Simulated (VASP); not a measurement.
# TiCo3 (Pm-3m) in VASP: a series of runs

The runs below take TiCo3 through single point, with r2SCAN.

All numbers are computed with VASP 6.6.1; they aren't measurements. Logs are shortened: lines on timing, memory, paths and dates and some standing lists are left out, and cuts for length are marked.

### 1 The cell of the first run

The structure is cubic, space group Pm-3m (No. 221). Conventional cell: a = 3.587 Å, b = 3.587 Å, c = 3.587 Å, α = 90.00°, β = 90.00°, γ = 90.00°. Ti (site symmetry m-3m) has 12 Co at 2.54 Å within 3.3 Å. Co (site symmetry 4/mmm) has 4 Ti at 2.54 Å and 8 Co at 2.54 Å within 3.3 Å.

### 2 Single point, r2SCAN, collinear spin, ferrimagnetic start

Contents of POSCAR:

```
TiCo3
1.0
    3.5872438863      0.0000000000      0.0000000000
    0.0000000000      3.5872438863      0.0000000000
    0.0000000000      0.0000000000      3.5872438863
Ti Co
1 3
Direct
    0.0000000000      0.0000000000      0.0000000000
    0.0000000000      0.5000000000      0.5000000000
    0.5000000000      0.0000000000      0.5000000000
    0.5000000000      0.5000000000      0.0000000000
```

Contents of INCAR.step1:

```
ALGO = Normal
EDIFF = 1E-4
ENCUT = 520
GGA = PE
ISMEAR = 0
ISPIN = 2
LASPH = T
LCHARG = F
LMAXMIX = 4
LREAL = F
LWAVE = T
MAGMOM = -0.74 1.48 1.48 1.48
NBANDS = 32
NELM = 150
PREC = Accurate
SIGMA = 0.1
```

Contents of INCAR.step2:

```
ALGO = Normal
EDIFF = 1E-6
ENCUT = 520
ISIF = 2
ISMEAR = 0
ISPIN = 2
ISTART = 1
LASPH = T
LCHARG = F
LMAXMIX = 4
LMIXTAU = T
LORBIT = 11
LREAL = F
LWAVE = F
MAGMOM = -0.74 1.48 1.48 1.48
METAGGA = R2SCAN
NBANDS = 32
NELM = 150
PREC = Accurate
SIGMA = 0.1
```

Contents of KPOINTS:

```
k-points
0
Gamma
  12 12 12
```

Potentials or basis: VASP PAW PBE potentials, release 64 (Ti_sv, Co).

Run with:

```bash
$ cat potpaw_PBE.64/Ti_sv/POTCAR potpaw_PBE.64/Co/POTCAR > POTCAR
$ cp INCAR.step1 INCAR
$ mpirun -np 1 vasp_std > vasp.out
$ cp INCAR.step2 INCAR
$ mpirun -np 1 vasp_std > vasp.out
```

OUTCAR:

```text
EDIFF = 1E-6
   ENCUT = 520
   ISIF = 2
   ISMEAR = 0
   ISPIN = 2
   ISTART = 1
   LASPH = T
   LORBIT = 11
   LREAL = F
   METAGGA = R2SCAN
   NELM = 150
   PREC = Accurate

 ion  position               nearest neighbor table
   1  0.000  0.000  0.000-   2 2.54   3 2.54   4 2.54   2 2.54   3 2.54   2 2.54   4 2.54   2 2.54
                             3 2.54   4 2.54   3 2.54   4 2.54
   2  0.000  0.500  0.500-   1 2.54   3 2.54   4 2.54   1 2.54   4 2.54   1 2.54   3 2.54   1 2.54
                             3 2.54   4 2.54   4 2.54   3 2.54
   3  0.500  0.000  0.500-   1 2.54   2 2.54   4 2.54   1 2.54   4 2.54   2 2.54   4 2.54   4 2.54
                             1 2.54   2 2.54   1 2.54   2 2.54
   4  0.500  0.500  0.000-   1 2.54   2 2.54   3 2.54   2 2.54   3 2.54   1 2.54   3 2.54   3 2.54
                             1 2.54   2 2.54   2 2.54   1 2.54

  LATTYP: Found a simple cubic cell.
 ALAT       =     3.5872438863

  Lattice vectors:

 A1 = (   3.5872438863,   0.0000000000,   0.0000000000)
 A2 = (   0.0000000000,   3.5872438863,   0.0000000000)
 A3 = (   0.0000000000,   0.0000000000,   3.5872438863)

Analysis of symmetry for initial positions (statically):
=====================================================================
 Subroutine PRICEL returns:
 Original cell was already a primitive cell.

 Routine SETGRP: Setting up the symmetry group for a
 simple cubic supercell.

 Subroutine GETGRP returns: Found 48 space group operations
 (whereof 48 operations were pure point group operations)
 out of a pool of 48 trial point group operations.

The static configuration has the point symmetry O_h .

Analysis of symmetry for dynamics (positions and initial velocities):
=====================================================================
 Subroutine PRICEL returns:
 Original cell was already a primitive cell.

 Routine SETGRP: Setting up the symmetry group for a
 simple cubic supercell.

 Subroutine GETGRP returns: Found 48 space group operations
 (whereof 48 operations were pure point group operations)
 out of a pool of 48 trial point group operations.

The dynamic configuration has the point symmetry O_h .

Analysis of structural, dynamic, and magnetic symmetry:
=====================================================================
 Subroutine PRICEL returns:
 Original cell was already a primitive cell.

 Routine SETGRP: Setting up the symmetry group for a
 simple cubic supercell.

 Subroutine GETGRP returns: Found 48 space group operations
[... 135 lines left out ...]
   IVDW    =     0    specifies the selected vdW correction
   LEPSILON=     F    determine dielectric tensor
   LRPA    =     F    only Hartree local field effects (RPA)
 spin polarized calculation
 Gauss-broadening in eV      SIGMA  =   0.10
  energy-cutoff  :      520.00
  volume of cell :       46.16
 maximum number of plane-waves:      1261
 NGX is ok and might be reduce to    28
   NGX = 13   NGY = 13   NGZ = 13

 number of electron      39.0000046 magnetization      -0.0032007

 number of electron      39.0000046 magnetization       0.0000442

 Free energy of the ion-electron system (eV)
  ---------------------------------------------------
  ext. energy  EPLUGINS =         0.00000000
  ---------------------------------------------------
  free energy    TOTEN  =       -52.87642936 eV

  energy without entropy =      -52.85488081  energy(sigma->0) =      -52.86565508

 E-fermi :   9.9660     XC(G=0): -14.3660

 val. band max:        9.9653934262   @ k =   0.3333   0.0833   0.0833
 cond. band min:       9.9670542637   @ k =   0.3333   0.0833   0.0833
 fundamental gap:      0.0016608376
 Fermi energy:         9.9660274598

 spin component 1

 k-point     1 :       0.0000    0.0000    0.0000
  band No.  band energies     occupation
      1     -48.8684      1.00000
      2     -24.0762      1.00000
      3     -24.0762      1.00000
      4     -24.0762      1.00000
      5       1.6783      1.00000
      6       5.6173      1.00000
[... 805 lines left out ...]
     30      22.3836      0.00000
     31      22.7938      0.00000

 [... further k-points ...]

 spin component 2

 k-point     1 :       0.0000    0.0000    0.0000
  band No.  band energies     occupation
      1     -48.8682      1.00000
      2     -24.0759      1.00000
      3     -24.0759      1.00000
      4     -24.0759      1.00000
      5       1.6785      1.00000
      6       5.6181      1.00000
[... 805 lines left out ...]
     30      22.3837      0.00000
     31      22.7938      0.00000

 [... further k-points ...]

 [bands above 31 left out]

------------------------ aborting loop because EDIFF is reached ----------------------------------------

  FORCE on cell =-STRESS in cart. coord.  units (eV):
  Direction    XX          YY          ZZ          XY          YZ          ZX
  --------------------------------------------------------------------------------------
  -------------------------------------------------------------------------------------
  Total       -2.3525809     -2.3525809     -2.3525809      0.0000000      0.0000000     -0.0000000
  in kB      -81.6530537    -81.6530537    -81.6530537      0.0000000      0.0000000     -0.0000000
  external PRESSURE =     -81.6530537 kB  Pullay stress =       0.0000000 kB

 VOLUME and BASIS-vectors are now :
 -----------------------------------------------------------------------------
  energy-cutoff  :      520.00
  volume of cell :       46.16
      direct lattice vectors                 reciprocal lattice vectors
     3.587243886  0.000000000  0.000000000     0.278765546  0.000000000  0.000000000
     0.000000000  3.587243886  0.000000000     0.000000000  0.278765546  0.000000000
     0.000000000  0.000000000  3.587243886     0.000000000  0.000000000  0.278765546

 POSITION                                       TOTAL-FORCE (eV/Angst)
 -----------------------------------------------------------------------------------
      0.00000      0.00000      0.00000         0.000000      0.000000      0.000000
      0.00000      1.79362      1.79362         0.000000      0.000000      0.000000
      1.79362      0.00000      1.79362         0.000000      0.000000      0.000000
      1.79362      1.79362      0.00000         0.000000      0.000000      0.000000
 -----------------------------------------------------------------------------------
    total drift:                                0.000000      0.000000      0.000000

  FREE ENERGIE OF THE ION-ELECTRON SYSTEM (eV)
  ---------------------------------------------------
  free  energy   TOTEN  =       -52.8764293571 eV

  energy  without entropy=      -52.8548808091  energy(sigma->0) =      -52.86565508

 total charge

# of ion       s       p       d       tot
------------------------------------------
    1        2.260   6.200   1.879  10.339
    2        0.532   0.539   7.323   8.394
    3        0.532   0.539   7.323   8.394
    4        0.532   0.539   7.323   8.394
--------------------------------------------------
tot          3.856   7.818  23.846  35.520

 magnetization (x)

# of ion       s       p       d       tot
------------------------------------------
    1        0.000   0.000   0.000   0.000
    2        0.000   0.000   0.000   0.000
    3        0.000   0.000   0.000   0.000
    4        0.000   0.000   0.000   0.000
--------------------------------------------------
tot          0.000   0.000   0.000   0.001
```

OUTCAR.step1:

```text
EDIFF = 1E-4
   ENCUT = 520
   GGA = PE
   ISMEAR = 0
[... 1888 lines left out ...]
      0.00000      0.00000      0.00000         0.000000      0.000000      0.000000
      0.00000      1.79362      1.79362         0.000000      0.000000      0.000000
      1.79362      0.00000      1.79362         0.000000      0.000000      0.000000
      1.79362      1.79362      0.00000         0.000000      0.000000      0.000000
 -----------------------------------------------------------------------------------
    total drift:                                0.000000      0.000000      0.000000

  FREE ENERGIE OF THE ION-ELECTRON SYSTEM (eV)
  ---------------------------------------------------
  free  energy   TOTEN  =       -29.9546229913 eV

  energy  without entropy=      -29.9257999012  energy(sigma->0) =      -29.94021145
```

OSZICAR.step1:

```text
N       E                     dE             d eps       ncg     rms          rms(c)
DAV:   1     0.322822349807E+03    0.32282E+03   -0.17062E+04 10776   0.161E+03
[... 19 lines left out ...]
DAV:  21    -0.299612372020E+02    0.28938E-02   -0.13537E-02 13392   0.116E+00    0.186E-01
DAV:  22    -0.299601354961E+02    0.11017E-02   -0.61704E-03 15720   0.663E-01    0.169E-01
DAV:  23    -0.299587335305E+02    0.14020E-02   -0.57930E-03 14176   0.706E-01    0.207E-01
DAV:  24    -0.299544050343E+02    0.43285E-02   -0.19950E-02 13976   0.132E+00    0.370E-01
DAV:  25    -0.299548302945E+02   -0.42526E-03   -0.12085E-03 11224   0.290E-01    0.360E-01
DAV:  26    -0.299546817738E+02    0.14852E-03   -0.27701E-05  5504   0.540E-02    0.364E-01
DAV:  27    -0.299546229913E+02    0.58782E-04   -0.10492E-05  5440   0.213E-02
   1 F= -.29954623E+02 E0= -.29940211E+02  d E =-.288231E-01  mag=     0.4679
```

It took 13 min on 1 thread of Intel Xeon 6975P-C (Granite Rapids), shared host; peak memory 0.31 GiB.

What came out:

```
Free energy                                           : -52.8764 eV
Pressure                                              : -8.2 GPa
Net moment                                            : 0.00 μB per cell
Valence electrons inside the program's atomic spheres : Ti 10.34; Co 8.39
```

Levels at points of the mesh, in eV from the Fermi level:
Spin up:
```
           k point  band 18  band 19  band 20  band 21  band 22  band 23
(0.00, 0.00, 0.00)     0.86     0.86     0.86     2.66     2.66     3.41
(0.50, 0.00, 0.00)    -0.56    -0.48     0.04     0.86     1.33     1.33
(0.50, 0.50, 0.00)    -0.86    -0.80    -0.51    -0.18     1.85     1.85
(0.50, 0.50, 0.50)     0.62     0.62     0.62     0.72     0.72     0.72
```
Spin down:
| k point | band 17 | band 18 | band 19 | band 20 | band 21 | band 22 | band 23 | band 24 |
| --- | --- | --- | --- | --- | --- | --- | --- | --- |
| (0.00, 0.00, 0.00) | 0.54 | 0.85 | 0.85 | 0.85 | 2.66 | 2.66 | 3.41 | 3.41 |
| (0.50, 0.00, 0.00) | -0.56 | -0.56 | -0.48 | 0.04 | 0.86 | 1.33 | 1.33 | 2.08 |
| (0.50, 0.50, 0.00) | -0.86 | -0.86 | -0.80 | -0.51 | -0.19 | 1.85 | 1.85 | 2.27 |
| (0.50, 0.50, 0.50) | 0.02 | 0.62 | 0.62 | 0.62 | 0.72 | 0.72 | 0.72 | 2.29 |

Caveat: the cell stands under tension; the PAW data sets were made with another functional, which shifts forces and pressure a little.

(Part 1 of 2 ends here.)
